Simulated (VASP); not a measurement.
# Ti: relaxation of cell and atoms with LDA

The system is Ti.

```
CELL_PARAMETERS angstrom
0.00000 2.87802 2.87802
2.87802 0.00000 2.87802
2.87802 2.87802 0.00000
ATOMIC_POSITIONS crystal
Ti 0.12500 0.12500 0.12500
Ti 0.87500 0.87500 0.87500
```

```yaml
Program: VASP 6.6.1
Task: relaxation of cell and atoms
Functional: LDA
Potentials_or_basis: VASP PAW LDA potentials, release 64 (Ti_sv)
Cutoff: 600 eV
k_mesh: 10 × 10 × 10
Occupations: fermi-dirac, width 0.1 eV
Spin: no spin polarisation
Dipole_correction: no
Further_INCAR_settings: ALGO = Normal; EDIFF = 1e-06; IBRION = 2; EDIFFG = -0.01; NSW = 80; ISIF = 3
```

| Property | Result |
| --- | --- |
| Relaxed volume | 19.47 Å³/atom |
| Relaxed cell | a = 3.805 Å, b = 3.805 Å, c = 3.805 Å, α = 60.00°, β = 60.00°, γ = 60.00° |
| Space group after relaxing (to 0.05 Å) | Fd-3m (No. 227) |
| Energy gained by relaxing | 89.1 meV/atom |
| Ionic steps | 4 |
| Pressure after relaxing | 0.0 GPa |
| Band gap on the k mesh | zero (band 12 reaches 6.76 eV, above the bottom of band 13 at 6.35 eV) |

The path:
```
step  energy change (eV)  largest force (eV/Å)  pressure (GPa)  volume (Å³)
   1              0.0000                0.0000           -5.83        47.68
   2             -0.1543                0.0000           -2.49        41.94
   3             -0.1776                0.0000           -0.45        39.44
   4             -0.1783                0.0000            0.03        38.94
```

Final structure:
```
Ti
1.0
     0.00000    2.69019    2.69019
     2.69019    0.00000    2.69019
     2.69019    2.69019    0.00000
Ti
2
Direct
  0.12500 0.12500 0.12500
  0.87500 0.87500 0.87500
```

Levels at points of the mesh, in eV from the Fermi level:
```tsv
k point	band 8	band 9	band 10	band 11	band 12	band 13	band 14	band 15	band 16
(0.00, 0.00, 0.00)	-31.78	-5.04	-0.91	-0.91	-0.16	-0.16	-0.16	1.98	1.98
(0.50, 0.00, 0.00)	-31.63	-1.66	-1.64	-0.87	-0.87	-0.21	-0.21	0.79	2.97
(0.50, 0.50, 0.00)	-31.47	-2.23	-2.23	-0.11	-0.11	0.69	0.69	1.68	1.68
```

Run time: 70 s on 1 thread of Intel(R) Xeon(R) 6975P-C (Granite Rapids) (shared host), peak memory 0.19 GiB.

Caveat: the volume moved by over 15 % at a fixed basis, so the end points are rough.
